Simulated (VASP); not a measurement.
## Zn: relaxation of cell and atoms with PBE

The system is Zn.

```
Zn
1.0
    -1.59358    1.77662    1.74602
     1.50392   -1.50664    1.38638
     1.54411    1.45717   -1.47605
Zn
1
Cartesian
  0.0000 0.0000 0.0000
```

```json
{"Program": "VASP 6.6.1", "Task": "relaxation of cell and atoms", "Functional": "PBE", "Potentials or basis": "VASP PAW PBE potentials, release 64 (Zn)", "Cutoff": "600 eV", "k mesh": "11 × 12 × 12", "Occupations": "fermi-dirac, width 0.05 eV", "Spin": "no spin polarisation", "Target pressure": "5 GPa", "Dipole correction": "no", "Further INCAR settings": "ALGO = Fast; EDIFF = 1e-06; IBRION = 2; EDIFFG = -0.01; NSW = 60; ISIF = 3"}
```

```yaml
Relaxed_volume: 14.57 Å³/atom
Relaxed_cell: a = 2.693 Å, b = 2.743 Å, c = 2.751 Å, α = 124.06°, β = 97.88°, γ = 108.81°
Space_group_after_relaxing_to_0.1_Å: Immm (No. 71)
Energy_change_on_relaxing_the_run_minimises_the_enthalpy: -64.5 meV/atom
Ionic_steps: 20
Pressure_after_relaxing: 5.0 GPa
Band_gap_on_the_k_mesh: zero (bands 6 and 7 overlap by 5.02 eV)
```

Stress tensor (GPa, compression positive):
```
4.93 0.00 0.04
0.00 5.07 0.06
0.04 0.06 4.94
```

The path:
| step | energy change (eV) | largest force (eV/Å) | pressure (GPa) | volume (Å³) |
| --- | --- | --- | --- | --- |
| 1 | 0.0000 | 0.0000 | 2.28 | 15.31 |
| 2 | -0.0024 | 0.0000 | 4.92 | 14.74 |
| 3 | 0.0023 | 0.0000 | 5.99 | 14.43 |
| 4 | 0.0242 | 0.0000 | 10.60 | 13.82 |
| 5 | 0.0091 | 0.0000 | 8.01 | 14.19 |
| 6 | -0.0127 | 0.0000 | 5.94 | 14.36 |
| 7 | -0.0553 | 0.0000 | 3.58 | 14.74 |
| 8 | 0.0902 | 0.0000 | 12.87 | 14.95 |
| 9 | -0.0601 | 0.0000 | 3.82 | 14.79 |
| 10 | -0.0620 | 0.0000 | 3.66 | 14.83 |
| 11 | -0.0448 | 0.0000 | 7.38 | 14.49 |
| 12 | -0.0616 | 0.0000 | 4.71 | 14.69 |
| 13 | -0.0620 | 0.0000 | 5.15 | 14.58 |
| 14 | -0.0620 | 0.0000 | 5.17 | 14.58 |
| 15 | -0.0648 | 0.0000 | 4.57 | 14.60 |
| 16 | -0.0650 | 0.0000 | 4.75 | 14.60 |
| 17 | -0.0627 | 0.0000 | 5.17 | 14.52 |
| 18 | -0.0636 | 0.0000 | 5.20 | 14.54 |
| 19 | -0.0637 | 0.0000 | 5.08 | 14.54 |
| 20 | -0.0645 | 0.0000 | 4.98 | 14.57 |

Final structure:
```xyz
1
Lattice="-1.2921 1.7761 1.5585 1.2752 -1.8218 1.6055 1.3012 1.7996 -1.6240" Properties=species:S:1:pos:R:3 pbc="T T T"
Zn    0.0000    0.0000    0.0000
```

Levels at points of the mesh, in eV from the Fermi level:
```csv
k point,band 2,band 3,band 4,band 5,band 6,band 7,band 8,band 9,band 10
"(0.00, 0.00, 0.00)",-8.04,-7.74,-7.53,-7.38,-7.14,14.78,16.59,18.24,20.54
"(0.00, 0.50, 0.00)",-8.34,-7.22,-6.93,-6.85,-1.49,1.39,9.36,10.24,13.29
"(0.00, 0.00, 0.50)",-8.12,-7.45,-7.00,-6.87,-2.21,0.29,11.83,12.84,15.67
"(0.00, 0.50, 0.50)",-7.76,-7.61,-7.25,-6.94,-3.67,-2.66,17.78,19.15,20.04
```

It took 19 min on 1 thread of Intel Xeon 8259CL, with other jobs on the host, peak memory 0.32 GiB.

Caveat: the cell is relaxed towards a set pressure, so the run minimises the enthalpy, not the energy.
